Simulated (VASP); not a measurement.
# Zn (P6_3/mmc) in VASP: a series of runs, part 2 of 2

VASP 6.6.1. The steps go on from the part before.

### 4 Single point, PBE

Input file INCAR:

```
ALGO = Normal
EDIFF = 1E-7
ENCUT = 520
GGA = PE
ISIF = 2
ISMEAR = -1
LASPH = T
LCHARG = F
LREAL = F
LWAVE = F
NBANDS = 19
NELM = 100
PREC = Accurate
SIGMA = 0.1
```

Input file KPOINTS:

```
k-points
0
Gamma
  7 7 4
```

Input file POSCAR:

```
Zn
1.0
    1.4818690000      2.5666710000      0.0000000000
   -1.4818690000      2.5666710000      0.0000000000
    0.0000000000      0.0000000000      4.6531370000
Zn
2
Direct
    0.3333300000      0.3333400000      0.2500000000
    0.6666600000      0.6666700000      0.7500000000
```

Potentials or basis: VASP PAW PBE potentials, release 64 (Zn).

Launch:

```console
> cat potpaw_PBE.64/Zn/POTCAR > POTCAR
> mpirun -np 1 vasp_std > vasp.out
```

OUTCAR:

```text
EDIFF = 1E-7
   ENCUT = 520
   GGA = PE
   ISIF = 2
   ISMEAR = -1
   LASPH = T
   LREAL = F
   NELM = 100
   PREC = Accurate

 ion  position               nearest neighbor table
   1  0.333  0.333  0.250-   2 2.89   2 2.89   2 2.89   2 2.89   2 2.89   2 2.89
   2  0.667  0.667  0.750-   1 2.89   1 2.89   1 2.89   1 2.89   1 2.89   1 2.89

  LATTYP: Found a hexagonal cell.
 ALAT       =     2.9637367892
 C/A-ratio  =     1.5700237002

  Lattice vectors:

 A1 = (   1.4818690000,  -2.5666710000,   0.0000000000)
 A2 = (   1.4818690000,   2.5666710000,   0.0000000000)
 A3 = (   0.0000000000,   0.0000000000,   4.6531370000)

Analysis of symmetry for initial positions (statically):
=====================================================================
 Subroutine PRICEL returns:
 Original cell was already a primitive cell.

 Routine SETGRP: Setting up the symmetry group for a
 hexagonal supercell.

 Subroutine GETGRP returns: Found  8 space group operations
 (whereof  2 operations were pure point group operations)
[... 162 lines left out ...]
  free energy    TOTEN  =        -2.06757586 eV

  energy without entropy =       -2.04735685  energy(sigma->0) =       -2.05746636

 E-fermi :   2.1117     XC(G=0): -10.7918

 val. band max:        2.0362233829   @ k =   0.2857   0.1429   0.0000
 cond. band min:       2.1318610630   @ k =  -0.4286   0.2857   0.0000
 fundamental gap:      0.0956376801
 Fermi energy:         2.1117254008

 k-point     1 :       0.0000    0.0000    0.0000
  band No.  band energies     occupation
      1      -7.1301      2.00000
      2      -5.6829      2.00000
      3      -5.1677      2.00000
      4      -5.1677      2.00000
      5      -5.1468      2.00000
      6      -5.0958      2.00000
[... 505 lines left out ...]
      6      -5.1135      2.00000
[... 11 lines left out ...]
     18      15.8399      0.00000
     19      18.1546      0.00000

 [... further k-points ...]

------------------------ aborting loop because EDIFF is reached ----------------------------------------

  FORCE on cell =-STRESS in cart. coord.  units (eV):
  Direction    XX          YY          ZZ          XY          YZ          ZX
  --------------------------------------------------------------------------------------
  -------------------------------------------------------------------------------------
  Total       -1.8262908     -1.8262657     -0.8522401      0.0000000     -0.0000000      0.0000000
  in kB      -82.6655715    -82.6644329    -38.5759554      0.0000000     -0.0000000      0.0000000
  external PRESSURE =     -67.9686533 kB  Pullay stress =       0.0000000 kB

 VOLUME and BASIS-vectors are now :
 -----------------------------------------------------------------------------
  energy-cutoff  :      520.00
  volume of cell :       35.40
      direct lattice vectors                 reciprocal lattice vectors
     1.481869000  2.566671000  0.000000000     0.337411742  0.194804866  0.000000000
    -1.481869000  2.566671000  0.000000000    -0.337411742  0.194804866  0.000000000
     0.000000000  0.000000000  4.653137000     0.000000000  0.000000000  0.214908781

 POSITION                                       TOTAL-FORCE (eV/Angst)
 -----------------------------------------------------------------------------------
     -0.00001      1.71112      1.16328         0.000000     -0.000006      0.000000
     -0.00001      3.42222      3.48985         0.000000      0.000006     -0.000000
 -----------------------------------------------------------------------------------
    total drift:                               -0.000000      0.000000     -0.000000

  FREE ENERGIE OF THE ION-ELECTRON SYSTEM (eV)
  ---------------------------------------------------
  free  energy   TOTEN  =        -2.0675758614 eV

  energy  without entropy=       -2.0473568496  energy(sigma->0) =       -2.05746636
```

stdout:

```text
POSCAR found type information on POSCAR Zn
 POSCAR found :  1 types and       2 ions
 scaLAPACK will be used
 LDA part: xc-table for (Slater+PW92), standard interpolation
 POSCAR, INCAR and KPOINTS ok, starting setup
 FFT: planning ... GRIDC
 FFT: planning ... GRID_SOFT
 FFT: planning ... GRID
 WAVECAR not read
 entering main loop
```

Run time: 28 s. Hardware: 1 thread of Intel Xeon 8259CL, shared host; peak memory 0.17 GiB.

Results:

```yaml
Free_energy: -2.0676 eV
Pressure: -6.8 GPa
Band_gap_on_the_k_mesh: zero (bands 12 and 13 overlap by 2.44 eV)
```

Stress tensor (GPa, compression positive):
```
-8.27  0.00  0.00
 0.00 -8.27  0.00
 0.00  0.00 -3.86
```

Levels at points of the mesh, in eV from the Fermi level:
```
           k point  band 10  band 11  band 12  band 13  band 14  band 15
(0.00, 0.00, 0.00)    -6.84    -6.84    -2.09    -1.15    12.63    12.63
(0.00, 0.00, 0.50)    -6.93    -6.93    -6.93     7.34     7.34    14.10
```

Caveat: the cell stands under tension.

### 5 Single point, LDA

Input file INCAR:

```
SYSTEM = Zn
PREC = Accurate
ENCUT = 520
EDIFF = 1E-7
ISMEAR = -1
SIGMA = 0.1
LREAL = .FALSE.
LASPH = .TRUE.
NELM = 80
ALGO = Normal
ISIF = 2
LWAVE = .FALSE.
LCHARG = .TRUE.
LELF = .TRUE.
LVHAR = .TRUE.
ISYM = 0
NBANDS = 19
```

Input file KPOINTS:

```
regular mesh
0
G
  7 7 4
  0 0 0
```

POSCAR is that of step 4.

Potentials or basis: VASP PAW LDA potentials, release 64 (Zn).

Launch:

```console
> cat potpaw_LDA.64/Zn/POTCAR > POTCAR
> mpirun -np 1 vasp_std > vasp.out
```

Run time: 56 s. Hardware: 1 thread of Intel Xeon 8259CL, shared host; peak memory 0.17 GiB.

The run converged. Its results:

- Free energy: -3.2835 eV
- Pressure: -12.8 GPa
- Band gap on the k mesh: zero (bands 12 and 13 overlap by 2.47 eV)

Stress tensor (GPa, compression positive):
```
-14.15   0.00   0.00
  0.00 -14.15   0.00
  0.00   0.00 -10.22
```

Levels at points of the mesh, in eV from the Fermi level:
| k point | band 10 | band 11 | band 12 | band 13 | band 14 | band 15 |
| --- | --- | --- | --- | --- | --- | --- |
| (0.00, 0.00, 0.00) | -6.87 | -6.87 | -2.03 | -1.16 | 12.54 | 12.54 |
| (0.00, 0.00, 0.50) | -6.96 | -6.96 | -6.96 | 7.35 | 7.35 | 13.99 |

Caveat: the cell stands under tension.

### 6 The runs side by side

| level | potentials or basis | smearing | gap on the mesh (eV) | pressure (GPa) |
| --- | --- | --- | --- | --- |
| PBE | VASP PAW PBE potentials, release 64 (Zn) | fermi-dirac 0.1 eV | none | -6.8 |
| PBE | VASP PAW PBE potentials, release 64 (Zn) | tetrahedron | none | -8.7 |
| LDA | VASP PAW LDA potentials, release 64 (Zn) | fermi-dirac 0.1 eV | none | -12.8 |

Alike in all rows: task single point; no spin polarisation; cell as given; k mesh 7 × 7 × 4; cutoff (eV) 520.

Caveats: the cell stands under tension.

Total energies depend on the potentials used, so only differences within one code and one set of settings carry meaning.
